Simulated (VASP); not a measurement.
A run of VASP 6.6.1 is set up as follows.

INCAR

```
SYSTEM = WSe2
  PREC = Accurate
  ENCUT = 520
  EDIFF = 1E-6
  ISMEAR = 0
  SIGMA = 0.05
  LREAL = .False.
  LASPH = .True.
  NELM = 80
  ALGO = Normal
  ISIF = 2
  LWAVE = .False.
  LCHARG = .False.
  GGA = PE
  IVDW = 12
  NBANDS = 35
```

Contents of KPOINTS:

```
Automatic mesh
0
Gamma
  9 9 2
  0 0 0
```

POSCAR

```
WSe2
1.0
   -3.2789854852      0.0000000000      0.0000000000
   -1.6394927426     -2.8396847288      0.0000000000
   -0.4098731856     -0.2366403941     14.0112373504
W Se
2 4
Direct
   -0.0625000000     -0.0625000000      0.7500000000
   -0.0208333333     -0.0208333333      0.2500000000
    0.2608102978      0.2608102978      0.8702764262
    0.3024769645      0.3024769645      0.3702764262
    0.3225230355      0.3225230355      0.1297235738
    0.2808563688      0.2808563688      0.6297235738
```

Potentials or basis: VASP PAW PBE potentials, release 64 (W_sv, Se).

The run is started by

```bash
$ cat potpaw_PBE.64/W_sv/POTCAR potpaw_PBE.64/Se/POTCAR > POTCAR
$ mpirun -np 1 vasp_std > vasp.out
```

(1) What does it give for the pressure?

(2) Estimate the dispersion energy per atom.

(3) What does it give for the band gap on the k mesh?

(4) Predict the largest force.

Answers

(1) 0.3 GPa.

(2) -0.432 eV.

(3) 1.34 eV, indirect (least direct gap 1.64 eV).

(4) 0.074 eV/Å.

Caveat: spin-orbit coupling is left out, which moves the levels of the heavy elements.
